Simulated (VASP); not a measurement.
Write the native input for VASP 6.6.1 that does the following.

```
Task                   : single point
Functional             : LDA
Potentials or basis    : VASP PAW LDA potentials, release 64 (Mg, O)
Cutoff                 : 600 eV
k mesh                 : 16 × 16 × 16
Occupations            : fermi-dirac, width 0.05 eV
Spin                   : no spin polarisation
Dipole correction      : no
Further INCAR settings : ALGO = Normal; EDIFF = 1e-06; NBANDS = 11
```

The structure of MgO (zincblende type) lies in POSCAR:

```
MgO
1.0
    0.0000000000      1.8508539654      1.8508539654
    1.8508539654      0.0000000000      1.8508539654
    1.8508539654      1.8508539654      0.0000000000
Mg O
1 1
Direct
    0.0000000000      0.0000000000      0.0000000000
    0.2500000000      0.2500000000      0.2500000000
```

This cell differs from its parent crystal: volume scaled by 0.55.

The input as run:

INCAR

```
SYSTEM = MgO
  ALGO = Normal
  EDIFF = 1E-6
  ENCUT = 600
  GGA_COMPAT = .FALSE.
  ISIF = 2
  ISMEAR = -1
  LASPH = .TRUE.
  LCHARG = .TRUE.
  LELF = .TRUE.
  LREAL = .FALSE.
  LVHAR = .TRUE.
  LWAVE = .FALSE.
  NBANDS = 11
  NELM = 120
  PREC = Accurate
  SIGMA = 0.05
```

KPOINTS

```
k-points
0
G
  16 16 16
  0 0 0
```

Potentials or basis: VASP PAW LDA potentials, release 64 (Mg, O).

Run with:

```console
$ cat potpaw_LDA.64/Mg/POTCAR potpaw_LDA.64/O/POTCAR > POTCAR
$ mpirun -np 1 vasp_std > vasp.out
```

It gave:

```
Pressure               : 271.6 GPa
Band gap on the k mesh : 7.24 eV, indirect (least direct gap 8.06 eV)
```

Wall time 14 s on 1 thread of Intel Xeon 6975P-C (shared host), peak memory 0.15 GiB.
